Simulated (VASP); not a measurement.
Wanted: the native input for a VASP 6.6.1 run.

| Property | Result |
| --- | --- |
| Task | single point |
| Functional | LDA |
| Potentials or basis | VASP PAW LDA potentials, release 64 (Mg_sv, O) |
| Cutoff | 840 eV |
| k mesh | 6 × 6 × 6 |
| Occupations | gaussian, width 0.05 eV |
| Spin | no spin polarisation |
| Dipole correction | no |
| Further INCAR settings | ALGO = Normal; EDIFF = 1e-06; NBANDS = 24 |

The structure of MgO lies in POSCAR:

```
MgO
1.0
    3.4863778627      0.0000000000      0.0000000000
   -1.7431889314      3.0192917963      0.0000000000
    0.0000000000      0.0000000000      4.1780412200
Mg O
2 2
Direct
    0.6346748656      0.3099137095      0.7500000000
    0.3013415322      0.6432470428      0.2500000000
    0.6666666667      0.3333333333      0.2500000000
    0.3333333333      0.6666666667      0.7500000000
```

This cell differs from its parent crystal: all Mg atoms moved -0.100 Å, as atom 1 along Cartesian [1 1 0].

One way to write it, as run:

INCAR

```
ALGO = Normal
EDIFF = 1E-6
ENCUT = 840
GGA = CA
GGA_COMPAT = False
ISIF = 2
ISMEAR = 0
LASPH = True
LCHARG = True
LELF = True
LREAL = False
LVHAR = True
LWAVE = False
NBANDS = 24
NELM = 120
PREC = Accurate
SIGMA = 0.05
```

KPOINTS

```
k-points
0
Gamma
  6 6 6
```

Potentials or basis: VASP PAW LDA potentials, release 64 (Mg_sv, O).

Command:

```sh
$ cat potpaw_LDA.64/Mg_sv/POTCAR potpaw_LDA.64/O/POTCAR > POTCAR
$ mpirun -np 1 vasp_std > vasp.out
```

Results of the run:

| Quantity | Value |
| --- | --- |
| Pressure | -2.7 GPa |
| Largest force | 0.991 eV/Å |
| Band gap on the k mesh | 3.33 eV |

Caveat: the cell differs from its parent crystal (all Mg atoms moved -0.100 Å, as atom 1 along Cartesian [1 1 0]).

Wall time 92 s on 1 thread of Intel(R) Xeon(R) Platinum 8488C (Sapphire Rapids) (shared host), peak memory 0.27 GiB.
